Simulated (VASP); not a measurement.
# K3Ru2 (P3m1) in VASP: single point with PBE

Aim: the single point of K3Ru2 with PBE.

All numbers are computed with VASP 6.6.1; they aren't measurements. Logs are shortened: lines on timing, memory, paths and dates and some standing lists are left out, and cuts for length are marked.

### Step 1. The cell of the first run

It takes space group P3m1 (No. 156, trigonal). The conventional cell has a = 4.045 Å, b = 4.045 Å, c = 14.060 Å, α = 90.00°, β = 90.00°, γ = 120.00°. Within 4.1 Å of K (site symmetry 3m) lie 4 Ru at 3.15 to 3.58 Å and 6 K at 4.04 Å. K (site symmetry 3m) has 6 Ru at 3.35 to 3.68 Å and 6 K at 4.04 Å within 4.4 Å. Within 5.3 Å of K (site symmetry 3m) lie 12 K at 4.04 to 4.89 Å. Within 3.1 Å of Ru (site symmetry 3m) lie 3 Ru at 2.38 Å. Within 3.2 Å of Ru (site symmetry 3m) lie 3 Ru at 2.38 Å and 1 K at 3.15 Å.

The cell was built from a structure type or drawn by symmetry, and may not be a known phase.

### Step 2. Single point, PBE

The input, INCAR:

```
SYSTEM = K3Ru2
PREC = Accurate
ENCUT = 520
EDIFF = 1E-7
ISMEAR = 0
SIGMA = 0.1
LREAL = .False.
LASPH = .True.
NELM = 80
ALGO = Fast
ISIF = 2
LWAVE = .False.
LCHARG = .False.
GGA = PE
NBANDS = 36
```

The input, KPOINTS:

```
Automatic mesh
0
Gamma
  12 12 4
  0 0 0
```

The input, POSCAR:

```
K3Ru2
1.0
    4.0447409257      0.0000000000      0.0000000000
   -2.0223704628      3.5028483934      0.0000000000
    0.0000000000      0.0000000000     14.0597943970
K Ru
3 2
Direct
    0.0000000000      0.0000000000      0.0472913157
    0.6666666667      0.3333333333      0.4423488735
    0.3333333333      0.6666666667      0.7479366759
    0.3333333333      0.6666666667      0.2404474787
    0.0000000000      0.0000000000      0.2714713559
```

Potentials or basis: VASP PAW PBE potentials, release 64 (K_sv, Ru_pv).

Run with:

```bash
> cat potpaw_PBE.64/K_sv/POTCAR potpaw_PBE.64/Ru_pv/POTCAR > POTCAR
> mpirun -np 1 vasp_std > vasp.out
```

OUTCAR:

```text
SYSTEM = K3Ru2
   PREC = Accurate
   ENCUT = 520
   EDIFF = 1E-7
   ISMEAR = 0
   LREAL = .False.
   LASPH = .True.
   NELM = 80
   ISIF = 2
   GGA = PE

 ion  position               nearest neighbor table
   1  0.000  0.000  0.047-   5 3.15   4 3.58   4 3.58   4 3.58
   2  0.667  0.333  0.442-   5 3.35   5 3.35   5 3.35
   3  0.333  0.667  0.748-
   4  0.333  0.667  0.240-   5 2.38   5 2.38   5 2.38   1 3.58   1 3.58   1 3.58
   5  0.000  0.000  0.271-   4 2.38   4 2.38   4 2.38   1 3.15   2 3.35   2 3.35   2 3.35

  LATTYP: Found a hexagonal cell.
 ALAT       =     4.0447409257
 C/A-ratio  =     3.4760679745

  Lattice vectors:

 A1 = (   4.0447409257,   0.0000000000,   0.0000000000)
 A2 = (  -2.0223704628,   3.5028483934,   0.0000000000)
 A3 = (   0.0000000000,   0.0000000000,  14.0597943970)

Analysis of symmetry for initial positions (statically):
=====================================================================
 Subroutine PRICEL returns:
 Original cell was already a primitive cell.

 Routine SETGRP: Setting up the symmetry group for a
 hexagonal supercell.

 Subroutine GETGRP returns: Found  6 space group operations
 (whereof  6 operations were pure point group operations)
 out of a pool of 24 trial point group operations.

The static configuration has the point symmetry C_3v.

Analysis of symmetry for dynamics (positions and initial velocities):
=====================================================================
 Subroutine PRICEL returns:
 Original cell was already a primitive cell.

 Routine SETGRP: Setting up the symmetry group for a
 hexagonal supercell.

 Subroutine GETGRP returns: Found  6 space group operations
 (whereof  6 operations were pure point group operations)
 out of a pool of 24 trial point group operations.

The dynamic configuration has the point symmetry C_3v.

 Subroutine INISYM returns: Found  6 space group operations
 (whereof  6 operations are pure point group operations),
 and found     1 'primitive' translations

----------------------------------------------------------------------------------------

                                     Primitive cell

  volume of cell :     199.2008

  direct lattice vectors                    reciprocal lattice vectors
     4.044740926  0.000000000  0.000000000     0.247234624  0.142740976  0.000000000
    -2.022370463  3.502848393  0.000000000     0.000000000  0.285481953  0.000000000
[... 93 lines left out ...]
   EDIFFG = 0.1E-05   stopping-criterion for IOM
   NSW    =      0    number of steps for IOM
   IBRION =     -1    ionic relax: 0-MD 1-quasi-New 2-CG
   NFREE  =      0    steps in history (QN), initial steepest desc. (CG)
   ISIF   =      2    stress and relaxation
   ISYM   =      2    0-nonsym 1-usesym 2-fastsym
   POTIM  = 0.5000    time-step for ionic-motion
   TEBEG  =    0.0;   TEEND  =   0.0 temperature during run
   PSTRESS=    0.0 pullay stress
   NELECT =      55.0000    total number of electrons
   NUPDOWN=      -1.0000    fix difference up-down
   EMIN   =  10.00;   EMAX   =-10.00  energy-range for DOS
   EFERMI =   0.00;   METHOD = LEGACY
   ISMEAR =     0;   SIGMA  =   0.10  broadening in eV -4-tet -1-fermi 0-gaus
   EFERMI_NEDOS =   21; number of points for ismear=-14 and -15
   IALGO  =     68    algorithm
   IMIX   =      4    mixing-type and parameters
     AMIX     =   0.40;   BMIX     =  1.00
     AMIX_MAG =   1.60;   BMIX_MAG =  1.00
  volume/ion in A,a.u.               =      39.84       268.85
  Fermi-wavevector in a.u.,A,eV,Ry     =   1.066020  2.014486 15.461645  1.136399
  Thomas-Fermi vector in A             =   2.201591
   LORBIT       =      0    0 simple, 1 ext, 2 COOP (PROOUT), +10 PAW based schemes
   GGA     = PE    functional components
   LHFCALC =     F    Hartree Fock is set to
   AEXX    =    0.0000 exact exchange contribution
   IVDW    =     0    specifies the selected vdW correction
   LEPSILON=     F    determine dielectric tensor
   LRPA    =     F    only Hartree local field effects (RPA)
 non-spin polarized calculation
 RMM-DIIS sequential band-by-band and
 Gauss-broadening in eV      SIGMA  =   0.10
  energy-cutoff  :      520.00
  volume of cell :      199.20
 maximum number of plane-waves:      5404
   NGX = 15   NGY = 15   NGZ = 53

 number of electron      54.9999988 magnetization

 Free energy of the ion-electron system (eV)
  ---------------------------------------------------
  ext. energy  EPLUGINS =         0.00000000
  ---------------------------------------------------
  free energy    TOTEN  =       -18.58141091 eV

  energy without entropy =      -18.56312938  energy(sigma->0) =      -18.57227014

 E-fermi :   1.7229     XC(G=0):  -7.4129

 val. band max:        1.7088089693   @ k =   0.3333  -0.0000   0.5000
 cond. band min:       1.7307520155   @ k =   0.2500  -0.0000   0.5000
 fundamental gap:      0.0219430461
 Fermi energy:         1.7229078544

 k-point     1 :       0.0000    0.0000    0.0000
  band No.  band energies     occupation
      1     -41.3678      2.00000
      2     -41.3678      2.00000
      3     -40.6311      2.00000
      4     -40.4326      2.00000
      5     -40.3348      2.00000
      6     -40.3348      2.00000
[... 925 lines left out ...]
     35       5.8544      0.00000
     36       6.5518      0.00000

 [... further k-points ...]

------------------------ aborting loop because EDIFF is reached ----------------------------------------

  FORCE on cell =-STRESS in cart. coord.  units (eV):
  Direction    XX          YY          ZZ          XY          YZ          ZX
  --------------------------------------------------------------------------------------
  -------------------------------------------------------------------------------------
  Total        0.0583113      0.0583113     -0.0215009      0.0000000      0.0000000      0.0000000
  in kB        0.4689993      0.4689993     -0.1729324      0.0000000      0.0000000      0.0000000
  external PRESSURE =       0.2550221 kB  Pullay stress =       0.0000000 kB

 VOLUME and BASIS-vectors are now :
 -----------------------------------------------------------------------------
  energy-cutoff  :      520.00
  volume of cell :      199.20
      direct lattice vectors                 reciprocal lattice vectors
     4.044740926  0.000000000  0.000000000     0.247234624  0.142740976  0.000000000
    -2.022370463  3.502848393  0.000000000     0.000000000  0.285481953  0.000000000
     0.000000000  0.000000000 14.059794397     0.000000000  0.000000000  0.071124795

 POSITION                                       TOTAL-FORCE (eV/Angst)
 -----------------------------------------------------------------------------------
      0.00000      0.00000      0.66491         0.000000     -0.000000     -0.002197
      2.02237      1.16762      6.21933         0.000000     -0.000000      0.000689
     -0.00000      2.33523     10.51584         0.000000      0.000000     -0.000341
     -0.00000      2.33523      3.38064        -0.000000     -0.000000     -0.013530
      0.00000      0.00000      3.81683        -0.000000     -0.000000      0.015378
 -----------------------------------------------------------------------------------
    total drift:                                0.000000      0.000000      0.000203

  FREE ENERGIE OF THE ION-ELECTRON SYSTEM (eV)
  ---------------------------------------------------
  free  energy   TOTEN  =       -18.5814109079 eV

  energy  without entropy=      -18.5631293768  energy(sigma->0) =      -18.57227014
```

Wall time 18 min (1 thread of Intel Xeon Platinum 8259CL at 2.50GHz (Skylake/Cascade Lake), shared host); peak memory 0.57 GiB.

What came out:

| Property | Result |
| --- | --- |
| Free energy | -18.5814 eV |
| Pressure | 0.0 GPa |
| Largest force | 0.015 eV/Å |
| Band gap on the k mesh | zero (an odd number of electrons rules out a gap without spin polarisation) |

Forces on the atoms (eV/Å):
```
K    0.000  0.000 -0.002
K    0.000  0.000  0.001
K    0.000  0.000  0.000
Ru   0.000  0.000 -0.014
Ru   0.000  0.000  0.015
```

Levels at points of the mesh, in eV from the Fermi level:
| k point | band 25 | band 26 | band 27 | band 28 | band 29 | band 30 | band 31 | band 32 |
| --- | --- | --- | --- | --- | --- | --- | --- | --- |
| (0.00, 0.00, 0.00) | -1.85 | -1.36 | -0.85 | -0.85 | -0.45 | 0.59 | 0.70 | 0.70 |
| (0.50, 0.00, 0.00) | -1.01 | -0.38 | 0.37 | 0.49 | 0.76 | 1.11 | 1.33 | 1.34 |
| (0.00, 0.00, 0.50) | -2.16 | -0.85 | -0.85 | -0.71 | -0.51 | -0.36 | 0.70 | 0.70 |
| (0.50, 0.00, 0.50) | -1.01 | -0.38 | 0.36 | 0.49 | 0.78 | 1.05 | 1.33 | 1.44 |
